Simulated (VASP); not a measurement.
# AlN (Pm) in VASP: further runs

AlN is run at these levels: PBE; tasks: single point.

All numbers are computed with VASP 6.6.1; they aren't measurements. Logs are shortened: lines on timing, memory, paths and dates and some standing lists are left out, and cuts for length are marked.

### 1 The cell of the first run

The structure is monoclinic, space group Pm (No. 6). Conventional cell: a = 3.313 Å, b = 4.187 Å, c = 5.739 Å, α = 90.00°, β = 90.00°, γ = 90.00°. Al (site symmetry m) has 5 N at 1.67 to 2.15 Å within 2.2 Å. Within 2.5 Å of Al (site symmetry m) lie 5 N at 1.91 to 2.09 Å. Within 2.5 Å of Al (site symmetry m) lie 5 N at 1.91 to 2.09 Å. Within 2.5 Å of Al (site symmetry m) lie 5 N at 1.91 to 2.09 Å. N (site symmetry m) has 5 Al at 1.91 to 2.11 Å within 2.5 Å. N (site symmetry m) has 5 Al at 1.91 to 2.09 Å within 2.5 Å. Within 2.2 Å of N (site symmetry m) lie 5 Al at 1.67 to 2.15 Å. N (site symmetry m) has 5 Al at 1.91 to 2.09 Å within 2.5 Å.

### 2 Single point, PBE (atom 1 (Al) moved by -0.126 Å along [1 0 0] and +0.252 Å along [1 2 0])

File INCAR:

```
SYSTEM = AlN
  PREC = Accurate
  ENCUT = 520
  EDIFF = 1E-7
  ISMEAR = 0
  SIGMA = 0.05
  LREAL = .False.
  LASPH = .True.
  NELM = 60
  ALGO = Normal
  ISIF = 2
  LWAVE = .False.
  LCHARG = .False.
  GGA = PE
  NBANDS = 26
```

File KPOINTS:

```
Automatic mesh
0
Gamma
  8 6 4
  0 0 0
```

File POSCAR:

```
AlN
1.0
   -1.6567491617      2.8695737234      0.0000000000
    0.0000000000      0.0000000000      4.1874629526
    4.9702474850      2.8695737234      0.0000000000
Al N
4 4
Direct
    0.5848765789      0.7500000000      0.1696080093
    0.0000000000      0.7500000000      0.6666666667
    0.0000000000      0.2500000000      0.3333333333
    0.5000000000      0.2500000000      0.8333333333
    0.5000000000      0.2500000000      0.1666666667
    0.0000000000      0.2500000000      0.6666666667
    0.0000000000      0.7500000000      0.3333333333
    0.5000000000      0.7500000000      0.8333333333
```

Potentials or basis: VASP PAW PBE potentials, release 64 (Al, N).

Command:

```
cat potpaw_PBE.64/Al/POTCAR potpaw_PBE.64/N/POTCAR > POTCAR
mpirun -np 1 vasp_std > vasp.out
```

OUTCAR:

```text
SYSTEM = AlN
   PREC = Accurate
   ENCUT = 520
   EDIFF = 1E-7
   ISMEAR = 0
   LREAL = .False.
   LASPH = .True.
   NELM = 60
   ISIF = 2
   GGA = PE

 ion  position               nearest neighbor table
   1  0.585  0.750  0.170-   7 1.67   8 1.95   5 2.11   5 2.11   7 2.15   3 2.68   3 2.68   4 2.86
                             4 2.86   3 3.00   3 3.00   2 3.17   2 3.20
   2  0.000  0.750  0.667-   8 1.91   8 1.91   7 1.91   6 2.09   6 2.09   4 2.84   4 2.84   4 2.84
                             4 2.84   3 2.84   3 2.84   1 3.17   1 3.20
   3  0.000  0.250  0.333-   5 1.91   5 1.91   6 1.91   7 2.09   7 2.09   1 2.68   1 2.68   2 2.84
                             2 2.84   1 3.00   1 3.00   4 3.31   4 3.31   4 3.31   4 3.31
   4  0.500  0.250  0.833-   6 1.91   6 1.91   5 1.91   8 2.09   8 2.09   2 2.84   2 2.84   2 2.84
                             2 2.84   1 2.86   1 2.86   3 3.31   3 3.31   3 3.31   3 3.31
   5  0.500  0.250  0.167-   3 1.91   3 1.91   4 1.91   1 2.11   1 2.11
   6  0.000  0.250  0.667-   4 1.91   4 1.91   3 1.91   2 2.09   2 2.09
   7  0.000  0.750  0.333-   1 1.67   2 1.91   3 2.09   3 2.09   1 2.15
   8  0.500  0.750  0.833-   2 1.91   2 1.91   1 1.95   4 2.09   4 2.09

  LATTYP: Found a simple orthorhombic cell.
 ALAT       =     3.3134983233
 B/A-ratio  =     1.2637588868
 C/A-ratio  =     1.7320508076

  Lattice vectors:

 A1 = (  -1.6567491617,   2.8695737234,   0.0000000000)
 A2 = (   0.0000000000,   0.0000000000,   4.1874629526)
 A3 = (   4.9702474850,   2.8695737234,   0.0000000000)

Analysis of symmetry for initial positions (statically):
=====================================================================
 Subroutine PRICEL returns:
 Original cell was already a primitive cell.

 Routine SETGRP: Setting up the symmetry group for a
 simple orthorhombic supercell.

 Subroutine GETGRP returns: Found  2 space group operations
 (whereof  1 operations were pure point group operations)
 out of a pool of  8 trial point group operations.

The static configuration has the point symmetry C_1 .
 The point group associated with its full space group is C_1h.

Analysis of symmetry for dynamics (positions and initial velocities):
=====================================================================
 Subroutine PRICEL returns:
 Original cell was already a primitive cell.

 Routine SETGRP: Setting up the symmetry group for a
 simple orthorhombic supercell.

 Subroutine GETGRP returns: Found  2 space group operations
 (whereof  1 operations were pure point group operations)
 out of a pool of  8 trial point group operations.

The dynamic configuration has the point symmetry C_1 .
 The point group associated with its full space group is C_1h.

 Subroutine INISYM returns: Found  2 space group operations
 (whereof  1 operations are pure point group operations),
 and found     1 'primitive' translations

----------------------------------------------------------------------------------------

                                     Primitive cell

  volume of cell :      79.6315

  direct lattice vectors                    reciprocal lattice vectors
    -1.656749162  2.869573723  0.000000000    -0.150897919  0.261362862  0.000000000
     0.000000000  0.000000000  4.187462953     0.000000000  0.000000000  0.238808083
     4.970247485  2.869573723  0.000000000     0.150897919  0.087120954  0.000000000

  length of vectors
     3.313498323  4.187462953  5.739147447     0.301795837  0.238808083  0.174241908

  position of ions in fractional coordinates (direct lattice)
     0.584876579  0.750000000  0.169608009
     0.000000000  0.750000000  0.666666667
     0.000000000  0.250000000  0.333333333
     0.500000000  0.250000000  0.833333333
     0.500000000  0.250000000  0.166666667
     0.000000000  0.250000000  0.666666667
     0.000000000  0.750000000  0.333333333
     0.500000000  0.750000000  0.833333333

  ion indices of the primitive-cell ions
   primitive index   ion index
                 1           1
                 2           2
                 3           3
                 4           4
                 5           5
                 6           6
                 7           7
                 8           8

----------------------------------------------------------------------------------------

 KPOINTS: Automatic mesh

Automatic generation of k-mesh.
 Grid dimensions read from file:
 generate k-points for:    8    6    4

 Generating k-lattice:

  Cartesian coordinates                     Fractional coordinates (reciprocal lattice)
    -0.018862240  0.032670358  0.000000000     0.125000000  0.000000000  0.000000000
     0.000000000  0.000000000  0.039801347     0.000000000  0.166666667  0.000000000
     0.037724480  0.021780238  0.000000000     0.000000000  0.000000000  0.250000000

  Length of vectors
     0.037724480  0.039801347  0.043560477

  Shift w.r.t. Gamma in fractional coordinates (k-lattice)
[... 68 lines left out ...]
 non-spin polarized calculation
 Gauss-broadening in eV      SIGMA  =   0.05
  energy-cutoff  :      520.00
  volume of cell :       79.63
 maximum number of plane-waves:      2174
 NGX is ok and might be reduce to    28
   NGX = 13   NGY = 15   NGZ = 21

 number of electron      31.9999993 magnetization

 Free energy of the ion-electron system (eV)
  ---------------------------------------------------
  ext. energy  EPLUGINS =         0.00000000
  ---------------------------------------------------
  free energy    TOTEN  =       -57.87147495 eV

  energy without entropy =      -57.87147495  energy(sigma->0) =      -57.87147495

 E-fermi :   8.1638     XC(G=0): -11.1535

 val. band max:        7.9089943540   @ k =   0.0000   0.0000   0.0000
 cond. band min:      11.1072083505   @ k =   0.0000   0.0000   0.0000
 fundamental gap:      3.1982139965
 Fermi energy:         8.1637689706

 k-point     1 :       0.0000    0.0000    0.0000
  band No.  band energies     occupation
      1      -8.8598      2.00000
      2      -7.0278      2.00000
      3      -5.8628      2.00000
      4      -5.2502      2.00000
      5       1.0695      2.00000
      6       1.4301      2.00000
[... 18 lines left out ...]
     25      17.2249      0.00000
     26      19.0058      0.00000

 k-point     2 :       0.1250    0.0000   -0.0000
  band No.  band energies     occupation
      1      -8.7281      2.00000
      2      -6.9230      2.00000
      3      -5.9070      2.00000
      4      -5.2468      2.00000
      5       1.2124      2.00000
      6       1.4124      2.00000
[... 18 lines left out ...]
     25      18.0866      0.00000
     26      18.7807      0.00000

 k-point     3 :       0.2500    0.0000   -0.0000
  band No.  band energies     occupation
      1      -8.3490      2.00000
      2      -6.6314      2.00000
      3      -6.0834      2.00000
      4      -5.2746      2.00000
      5       1.2975      2.00000
      6       1.6297      2.00000
[... 18 lines left out ...]
     25      17.6872      0.00000
     26      18.1776      0.00000

 k-point     4 :       0.3750    0.0000   -0.0000
  band No.  band energies     occupation
      1      -7.7797      2.00000
      2      -6.4993      2.00000
      3      -6.1919      2.00000
      4      -5.4193      2.00000
      5       1.2698      2.00000
      6       2.2795      2.00000
[... 18 lines left out ...]
     25      17.8047      0.00000
     26      18.8025      0.00000
[... 496 lines left out ...]
      1      -8.5528      2.00000
      2      -7.3937      2.00000
      3      -5.6070      2.00000
      4      -5.2491      2.00000
      5       1.4041      2.00000
      6       1.7791      2.00000
[... 18 lines left out ...]
     25      17.7042      0.00000
     26      18.0793      0.00000

 k-point    23 :       0.1250    0.0000   -0.2500
  band No.  band energies     occupation
      1      -8.5603      2.00000
      2      -7.3750      2.00000
      3      -5.6280      2.00000
      4      -5.2421      2.00000
      5       1.3952      2.00000
      6       1.8181      2.00000
[... 18 lines left out ...]
     25      17.6307      0.00000
     26      18.2663      0.00000

 k-point    24 :       0.2500    0.0000    0.2500
  band No.  band energies     occupation
      1      -8.1816      2.00000
      2      -7.1287      2.00000
      3      -5.7280      2.00000
      4      -5.3105      2.00000
      5       1.6285      2.00000
      6       1.8184      2.00000
[... 18 lines left out ...]
     25      17.8049      0.00000
     26      18.0077      0.00000

 [... further k-points ...]

------------------------ aborting loop because EDIFF is reached ----------------------------------------

  FORCE on cell =-STRESS in cart. coord.  units (eV):
  Direction    XX          YY          ZZ          XY          YZ          ZX
  --------------------------------------------------------------------------------------
  -------------------------------------------------------------------------------------
  Total       -1.4233752      6.4008791      0.0414649      1.1156075      0.0000000      0.0000000
  in kB      -28.6381429    128.7849424      0.8342693     22.4458923      0.0000000      0.0000000
  external PRESSURE =      33.6603562 kB  Pullay stress =       0.0000000 kB

 VOLUME and BASIS-vectors are now :
 -----------------------------------------------------------------------------
  energy-cutoff  :      520.00
  volume of cell :       79.63
      direct lattice vectors                 reciprocal lattice vectors
    -1.656749162  2.869573723  0.000000000    -0.150897919  0.261362862  0.000000000
     0.000000000  0.000000000  4.187462953     0.000000000  0.000000000  0.238808083
     4.970247485  2.869573723  0.000000000     0.150897919  0.087120954  0.000000000

 POSITION                                       TOTAL-FORCE (eV/Angst)
 -----------------------------------------------------------------------------------
     -0.12600      2.16505      3.14060         0.646453     -6.413131      0.000000
      3.31350      1.91305      3.14060        -0.056842      0.091365      0.000000
      1.65675      0.95652      1.04687        -0.188785      0.593555      0.000000
      3.31350      3.82610      1.04687         0.124663     -0.110857      0.000000
      0.00000      1.91305      1.04687        -0.238091      0.556072      0.000000
      3.31350      1.91305      1.04687        -0.079596     -0.002427      0.000000
      1.65675      0.95652      3.14060        -0.215649      4.807085      0.000000
      3.31350      3.82610      3.14060         0.007846      0.478338      0.000000
 -----------------------------------------------------------------------------------
    total drift:                                0.000078     -0.000169      0.000000

  FREE ENERGIE OF THE ION-ELECTRON SYSTEM (eV)
  ---------------------------------------------------
  free  energy   TOTEN  =       -57.8714749524 eV

  energy  without entropy=      -57.8714749524  energy(sigma->0) =      -57.87147495
```

It took 60 s on 1 thread of Intel Xeon 6975P-C (Granite Rapids), shared host; peak memory 0.25 GiB.

Results:

```
Free energy            : -57.8715 eV
Pressure               : 3.4 GPa
Largest force          : 6.446 eV/Å
Band gap on the k mesh : 3.20 eV, direct
```

Forces on the atoms (eV/Å):
```
Al   0.646 -6.413  0.000
Al  -0.057  0.091  0.000
Al  -0.189  0.594  0.000
Al   0.125 -0.111  0.000
N   -0.238  0.556  0.000
N   -0.080 -0.002  0.000
N   -0.216  4.807  0.000
N    0.008  0.478  0.000
```

Stress tensor (GPa, compression positive):
```
-2.86  2.24  0.00
 2.24 12.88  0.00
 0.00  0.00  0.08
```

Levels at points of the mesh, in eV from the valence-band top:
```csv
k point,band 14,band 15,band 16,band 17,band 18,band 19
"(0.00, 0.00, 0.00)",-1.47,-1.42,0.00,3.20,3.80,4.36
"(0.50, 0.00, 0.00)",-2.48,-2.23,-2.09,5.55,5.75,5.87
"(0.00, 0.50, 0.00)",-2.14,-1.76,-1.70,5.02,5.02,5.58
"(0.50, 0.50, 0.00)",-1.06,-0.98,-0.95,5.77,6.06,6.15
"(0.00, 0.00, 0.50)",-1.39,-1.15,-1.04,4.61,4.76,5.89
"(0.50, 0.00, 0.50)",-2.70,-1.59,-1.29,3.84,3.93,6.97
"(0.00, 0.50, 0.50)",-1.88,-1.82,-1.76,5.23,5.26,5.41
"(0.50, 0.50, 0.50)",-1.72,-1.66,-1.63,4.92,4.97,5.13
```

Caveat: the cell differs from its parent crystal (atom 1 (Al) moved by -0.126 Å along [1 0 0] and +0.252 Å along [1 2 0]); forces of over 1 eV/Å act on the atoms, so gaps and moduli don't describe the material at rest.

### 3 Single point, PBE (atom 1 (Al) moved by -0.126 Å along [1 0 0] and +0.000 Å along [1 2 0])

File INCAR:

```
ALGO = Normal
EDIFF = 1E-6
ENCUT = 520
GGA = PE
ISIF = 2
ISMEAR = 0
LASPH = T
LCHARG = F
LREAL = F
LWAVE = F
NBANDS = 26
NELM = 60
PREC = Accurate
SIGMA = 0.05
```

File KPOINTS:

```
k-points
0
Gamma
  8 6 4
```

POSCAR: that of step 2 with these lines changed.

```diff
@@ -8,3 +8,3 @@
 Direct
-    0.5848765789      0.7500000000      0.1696080093
+    0.5190131377      0.7500000000      0.1476535290
     0.0000000000      0.7500000000      0.6666666667
```

Potentials or basis: VASP PAW PBE potentials, release 64 (Al, N).

Command:

```
cat potpaw_PBE.64/Al/POTCAR potpaw_PBE.64/N/POTCAR > POTCAR
mpirun -np 1 vasp_std > vasp.out
```

It took 50 s on 1 thread of Intel Xeon 6975P-C (Granite Rapids), shared host; peak memory 0.26 GiB.

The run converged. Its results:

* Free energy: -58.4713 eV
* Pressure: 0.4 GPa
* Largest force: 2.782 eV/Å
* Band gap on the k mesh: 3.19 eV

Forces on the atoms (eV/Å):
```
Al   2.694  0.697  0.000
Al  -0.518 -0.272  0.000
Al  -0.130  0.062  0.000
Al  -0.066 -0.094  0.000
N   -0.492 -0.124  0.000
N    0.200  0.128  0.000
N   -0.649  0.139  0.000
N   -1.038 -0.535  0.000
```

Stress tensor (GPa, compression positive):
```
 1.08  2.77  0.00
 2.77  0.34  0.00
 0.00  0.00 -0.10
```

Levels at points of the mesh, in eV from the valence-band top:
| k point | band 12 | band 13 | band 14 | band 15 | band 16 | band 17 | band 18 | band 19 | band 20 | band 21 |
| --- | --- | --- | --- | --- | --- | --- | --- | --- | --- | --- |
| (0.00, 0.00, 0.00) | -2.96 | -1.76 | -1.65 | -1.17 | 0.00 | 3.19 | 3.86 | 4.41 | 7.08 | 7.19 |
| (0.50, 0.00, 0.00) | -3.75 | -2.70 | -2.52 | -2.26 | -2.17 | 5.50 | 5.71 | 5.80 | 6.02 | 7.92 |
| (0.00, 0.50, 0.00) | -2.49 | -2.47 | -2.15 | -1.71 | -1.68 | 4.90 | 5.02 | 5.64 | 5.73 | 8.30 |
| (0.50, 0.50, 0.00) | -4.48 | -1.23 | -1.13 | -0.95 | -0.88 | 5.91 | 5.94 | 6.20 | 6.30 | 8.78 |
| (0.00, 0.00, 0.50) | -3.18 | -1.65 | -1.29 | -1.10 | -0.98 | 4.53 | 4.86 | 6.00 | 6.02 | 7.69 |
| (0.50, 0.00, 0.50) | -4.11 | -2.90 | -2.76 | -1.55 | -1.42 | 3.72 | 3.99 | 6.97 | 7.03 | 7.06 |
| (0.00, 0.50, 0.50) | -2.34 | -2.03 | -2.02 | -1.75 | -1.72 | 4.98 | 5.28 | 5.37 | 5.68 | 8.92 |
| (0.50, 0.50, 0.50) | -3.17 | -1.94 | -1.88 | -1.57 | -1.56 | 4.88 | 4.95 | 5.18 | 5.27 | 9.12 |

Caveat: the cell differs from its parent crystal (atom 1 (Al) moved by -0.126 Å along [1 0 0] and +0.000 Å along [1 2 0]); forces of over 1 eV/Å act on the atoms, so gaps and moduli don't describe the material at rest.

### 4 Single point, PBE (atom 1 (Al) moved by +0.378 Å along [1 0 0] and -0.504 Å along [1 2 0])

File INCAR:

```
SYSTEM = AlN
ALGO = Normal ; EDIFF = 1E-7
ENCUT = 520 ; GGA = PE
ISIF = 2 ; ISMEAR = 0
LASPH = .TRUE. ; LCHARG = .FALSE.
LREAL = .FALSE. ; LWAVE = .FALSE.
NBANDS = 26 ; NELM = 100
PREC = Accurate ; SIGMA = 0.05
```

File KPOINTS:

```
k-points
0
G
  8 6 4
  0 0 0
```

POSCAR: that of step 3 with these lines changed.

```diff
@@ -8,3 +8,3 @@
 Direct
-    0.5190131377      0.7500000000      0.1476535290
+    0.3112337045      0.7500000000      0.1797971191
     0.0000000000      0.7500000000      0.6666666667
```

Command:

```
cat potpaw_PBE.64/Al/POTCAR potpaw_PBE.64/N/POTCAR > POTCAR
mpirun -np 1 vasp_std > vasp.out
```

Run time: 61 s. Hardware: 1 thread of Intel Xeon 6975P-C (Granite Rapids), shared host; peak memory 0.26 GiB.

The run converged. Its results:

| Item | Value |
| --- | --- |
| Free energy | -52.5832 eV |
| Pressure | 23.8 GPa |
| Largest force | 31.995 eV/Å |
| Band gap on the k mesh | 2.91 eV, direct |

Forces in eV/Å, atoms in the order of the input:
```
Al  -29.726  11.834   0.000
Al    0.155  -0.255   0.000
Al    1.231  -0.789   0.000
Al    0.051   0.308   0.000
N     0.951  -1.013   0.000
N    -0.251  -0.170   0.000
N    26.565  -9.468   0.000
N     1.024  -0.448   0.000
```

Stress tensor (GPa, compression positive):
```
 65.09 -23.34   0.00
-23.34   4.53   0.00
  0.00   0.00   1.66
```

Levels at points of the mesh, in eV from the valence-band top:
```csv
k point,band 12,band 13,band 14,band 15,band 16,band 17,band 18,band 19,band 20,band 21
"(0.00, 0.00, 0.00)",-2.69,-1.66,-1.45,-1.24,0.00,2.91,3.71,4.34,6.52,6.82
"(0.50, 0.00, 0.00)",-3.36,-3.04,-2.30,-2.14,-1.74,5.14,5.49,6.18,6.39,7.06
"(0.00, 0.50, 0.00)",-2.39,-2.31,-1.98,-1.83,-1.46,4.82,4.92,5.45,5.71,8.26
"(0.50, 0.50, 0.00)",-3.81,-1.53,-1.07,-0.77,-0.59,5.01,5.97,6.29,6.68,8.38
"(0.00, 0.00, 0.50)",-2.85,-1.37,-1.31,-1.19,-0.81,4.17,4.80,5.53,5.88,7.39
"(0.50, 0.00, 0.50)",-3.88,-3.22,-2.36,-1.67,-1.00,3.71,4.14,6.53,6.76,7.25
"(0.00, 0.50, 0.50)",-2.44,-2.25,-2.08,-1.63,-1.41,4.91,4.91,5.53,5.72,7.85
"(0.50, 0.50, 0.50)",-2.64,-2.25,-1.57,-1.43,-1.30,4.45,4.81,5.26,5.49,8.51
```

Caveat: the cell differs from its parent crystal (atom 1 (Al) moved by +0.378 Å along [1 0 0] and -0.504 Å along [1 2 0]); forces of over 1 eV/Å act on the atoms, so gaps and moduli don't describe the material at rest.
